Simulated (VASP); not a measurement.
Wanted: the native input for a VASP 6.6.1 run.

```
Task                   : single point
Functional             : PBEsol
Potentials or basis    : VASP PAW PBE potentials, release 64 (Cd)
Cutoff                 : 520 eV
k mesh                 : 8 × 8 × 4
Occupations            : fermi-dirac, width 0.1 eV
Spin                   : no spin polarisation
Dipole correction      : no
Further INCAR settings : ALGO = Normal; EDIFF = 1e-07; NBANDS = 19
```

The structure of Cd lies in POSCAR:

```
Cd
1.0
    3.0574243870      0.0000000000      0.0000000000
   -1.5287121935      2.6478071893      0.0000000000
    0.0000000000      0.0000000000      5.0781965566
Cd
2
Direct
    0.3333333333      0.6666666667      0.2500000000
    0.6666666667      0.3333333333      0.7500000000
```

These files were run (other wordings do the same):

INCAR

```
  ALGO = Normal
  EDIFF = 1E-7
  ENCUT = 520
  GGA = PS
  ISIF = 2
  ISMEAR = -1
  LASPH = True
  LCHARG = False
  LREAL = False
  LWAVE = False
  NBANDS = 19
  NELM = 80
  PREC = Accurate
  SIGMA = 0.1
```

KPOINTS

```
k-points
0
Gamma
  8 8 4
```

Potentials or basis: VASP PAW PBE potentials, release 64 (Cd).

Run with:

```console
$ cat potpaw_PBE.64/Cd/POTCAR > POTCAR
$ mpirun -np 1 vasp_std > vasp.out
```

It gave:

```json
{
 "Pressure": "0.4 GPa",
 "Band gap on the k mesh": "zero (band 12 reaches 4.71 eV, above the bottom of band 13 at 1.64 eV)"
}
```

Caveat: the PAW data sets were made with another functional, which shifts forces and pressure a little.

Wall time 9.5 s on 1 thread of Intel(R) Xeon(R) Platinum 8488C (Sapphire Rapids), with other jobs on the host, peak memory 0.16 GiB.
